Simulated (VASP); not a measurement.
Write the native input for VASP 6.6.1 that does the following.

| Property | Result |
| --- | --- |
| Task | single point |
| Functional | PBE |
| Potentials or basis | VASP PAW PBE potentials, release 64 (C, K_sv) |
| Cutoff | 520 eV |
| k mesh | 2 × 2 × 1 |
| Occupations | gaussian, width 0.05 eV |
| Spin | collinear spin, zero start |
| Starting moments | [0.0, 0.0, 0.0, 0.0, 0.0, 0.0, 0.0, 0.0, 0.0, 0.0, 0.0, 0.0, 0.0, 0.0, 0.0, 0.0, 0.0, 0.0, 0.0] μB |
| Dipole correction | no |
| Further INCAR settings | LREAL = Auto; ALGO = Normal; EDIFF = 1e-06; NBANDS = 60 |

The structure of KC18 lies in POSCAR:

```
KC18
1.0
    7.3980000000      0.0000000000      0.0000000000
   -3.6990000000      6.4068560000      0.0000000000
    0.0000000000      0.0000000000     12.0000000000
C K
18 1
Direct
   -0.0035523987     -0.0022875495      0.0860232500
    0.2184144701      0.1083823329      0.0851163333
   -0.0035008478      0.3305498048      0.0850310000
    0.2185285901      0.4420074370      0.0851637500
   -0.0033525217      0.6642517016      0.0850927500
    0.2188224472      0.7753383251      0.0860218333
    0.3294916829     -0.0026949256      0.0851160833
    0.5516569824      0.1080839026      0.0835231667
    0.3291930914      0.3305473074      0.0835262500
    0.5513268696      0.4416486027      0.0793293333
    0.3296021563      0.6641310496      0.0852425000
    0.5516593451      0.7753895202      0.0850348333
    0.6631167588     -0.0025812973      0.0851632500
    0.8852406436      0.1084923713      0.0852422500
    0.6627577114      0.3302175045      0.0793229167
    0.8854201216      0.4416604650      0.0826608333
    0.6627697419      0.6643102327      0.0826700000
    0.8853610865      0.7755377989      0.0850961667
    0.7083595482      0.4871470500      0.2931228333
```

The input as run:

INCAR

```
SYSTEM = KC18
ALGO = Normal
EDIFF = 1E-6
ENCUT = 520
GGA = PE
ISIF = 2
ISMEAR = 0
ISPIN = 2
LASPH = .True.
LCHARG = .False.
LORBIT = 11
LREAL = Auto
LWAVE = .False.
MAGMOM = 0 0 0 0 0 0 0 0 0 0 0 0 0 0 0 0 0 0 0
NBANDS = 60
NELM = 150
PREC = Accurate
SIGMA = 0.05
```

KPOINTS

```
k-points
0
Gamma
  2 2 1
  0 0 0
```

Potentials or basis: VASP PAW PBE potentials, release 64 (C, K_sv).

Launch:

```sh
$ cat potpaw_PBE.64/C/POTCAR potpaw_PBE.64/K_sv/POTCAR > POTCAR
$ mpirun -np 1 vasp_std > vasp.out
```

Results of the run:

```yaml
Largest_force: 0.114 eV/Å
Net_moment: 0.00 μB per cell
Valence_electrons_inside_the_program's_atomic_spheres: C 2.66, 2.65 (each value once); K 7.57
```

Caveat: the k points lie up to 0.49 Å⁻¹ apart; there is no dipole correction, which matters where the two faces differ; no moment was typed at the start, so none could form.

Run time: 8.7 min on 1 thread of Intel(R) Xeon(R) Platinum 8375C CPU @ 2.90GHz (Ice Lake), with other jobs on the host, peak memory 0.88 GiB.
